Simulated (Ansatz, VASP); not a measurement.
## Mo: VASP beside Ansatz

Contents of INCAR:

```
SYSTEM = Mo
ALGO = Normal
EDIFF = 1E-6
ENCUT = 520
GGA = PE
ISIF = 2
ISMEAR = 0
LASPH = .True.
LCHARG = .False.
LREAL = .False.
LWAVE = .False.
NBANDS = 21
NELM = 80
PREC = Accurate
SIGMA = 0.1
```

Contents of KPOINTS:

```
k-points
0
Gamma
  16 16 16
  0 0 0
```

The input POSCAR:

```
Mo
1.0
    2.9709660531      0.0000000000      0.0000000000
    0.0000000000      2.9709660531      0.0000000000
    0.0000000000      0.0000000000      2.9709660531
Mo
2
Direct
    0.0000000000      0.0000000000      0.0000000000
    0.5000000000      0.5000000000      0.5000000000
```

Input for Ansatz:

```yaml
crystal:
  lattice:
    - [2.9709660531, 0.0, 0.0]
    - [0.0, 2.9709660531, 0.0]
    - [0.0, 0.0, 2.9709660531]
  atoms:
    - { symbol: Mo, position: [0.0, 0.0, 0.0] }
    - { symbol: Mo, position: [0.5, 0.5, 0.5] }
basis:
  ecutwfc: 420
kpoints:
  mp_grid: { grid: [16, 16, 16] }
hamiltonian:
  xc: pbe
scf:
  occupations: { method: gaussian, width: 0.1 }
output:
  forces: true
  stress: true
  eigenvalues: true
  write_density: true
  write_potential: true
  elf: true
  volumetric_format: npy
```

Change from the starting cell: equal strain along all axes, cell held, atoms relaxed: -6.0 %.

Alike in both runs: task single point; functional PBE; k mesh 16 × 16 × 16; occupations gaussian, width 0.1 eV; no spin polarisation.

|  | VASP | Ansatz |
| --- | --- | --- |
| version | VASP 6.6.1 | Ansatz 0.2.0 |
| potentials or method | VASP PAW PBE potentials, release 64 (Mo_sv), cutoff 520 eV | scalar-relativistic, plane waves, PAW |
| valence electrons in the cell | 28 | 28 |

|  | VASP | Ansatz | Ansatz less VASP |
| --- | --- | --- | --- |
| gap on the k mesh at the Fermi level (eV) | none | none | - |
| pressure (GPa) | 71.5 | 70.3 | -1.15 |

A gap of «none» marks a metal or a gap that the smearing closes. Both programs put the cell under a high pressure, so it lies far from rest at this level.

Noted on VASP's run: the cell as given lies far from equilibrium.
